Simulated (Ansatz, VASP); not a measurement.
One calculation of Sn, two programs

```
Sn
1.0
    -2.01284    2.01284    1.71719
     2.01284   -2.01284    1.71719
     2.01284    2.01284   -1.71719
Sn
1
Cartesian
  0.0000 0.0000 0.0000
```

Alike in both runs: functional PBE; k mesh 16 × 16 × 16; occupations gaussian, width 0.1 eV; no spin polarisation.

Ansatz relaxed the structure, and its values are those at the end. VASP's run is a single point on that final structure, the one shown.

|  | VASP | Ansatz |
| --- | --- | --- |
| version | VASP 6.6.1 | Ansatz 0.2.0 |
| potentials or method | VASP PAW PBE potentials, release 64 (Sn_d), cutoff 520 eV | scalar-relativistic, plane waves, PAW |
| valence electrons in the cell | 14 | 14 |

|  | VASP | Ansatz | Ansatz less VASP |
| --- | --- | --- | --- |
| gap on the k mesh at the Fermi level (eV) | none | none | - |
| pressure (GPa) | -0.1 | 0.0 | +0.07 |

A gap of «none» marks a metal or a gap that the smearing closes.
